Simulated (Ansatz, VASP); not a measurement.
## Two plane-wave programs on Cu6Ru

```
CELL_PARAMETERS angstrom
2.62207 0.00000 0.00000
-1.31103 2.27078 0.00000
0.00000 0.00000 29.16580
ATOMIC_POSITIONS crystal
Cu 0.66667 0.33333 0.11195
Cu 0.00000 0.00000 0.18265
Cu 0.33333 0.66667 0.25326
Cu 0.66667 0.33333 0.32373
Cu 0.00000 0.00000 0.39420
Cu 0.33333 0.66667 0.46479
Cu 0.66667 0.33333 0.53521
Cu 0.33333 0.66667 0.67627
Cu 0.00000 0.00000 0.60580
Cu 0.33333 0.66667 0.88805
Cu 0.00000 0.00000 0.81735
Cu 0.66667 0.33333 0.74674
Ru 0.33333 0.66667 0.03607
Ru 0.66667 0.33333 0.96393
```

Alike in both runs: functional PBE; k mesh 12 × 12 × 1; occupations gaussian, width 0.1 eV; no spin polarisation.

Ansatz relaxed the structure, and its values are those at the end. VASP's run is a single point on that final structure, the one shown.

|  | VASP | Ansatz |
| --- | --- | --- |
| version | VASP 6.6.1 | Ansatz 0.2.0 |
| potentials or method | VASP PAW PBE potentials, release 64 (Cu, Ru_pv), cutoff 520 eV | scalar-relativistic, plane waves, PAW |
| valence electrons in the cell | 160 | 260 |

```csv
,VASP,Ansatz,Ansatz less VASP
gap on the k mesh at the Fermi level (eV),none,none,-
pressure (GPa),0.4,0.0,-0.43
```

A gap of «none» marks a metal or a gap that the smearing closes. The functional is the same, so the differences come from potentials, cutoffs and numerics. VASP's potentials hold 160 valence electrons a cell and Ansatz's 260, so a difference there can come from the potentials and not from the codes.
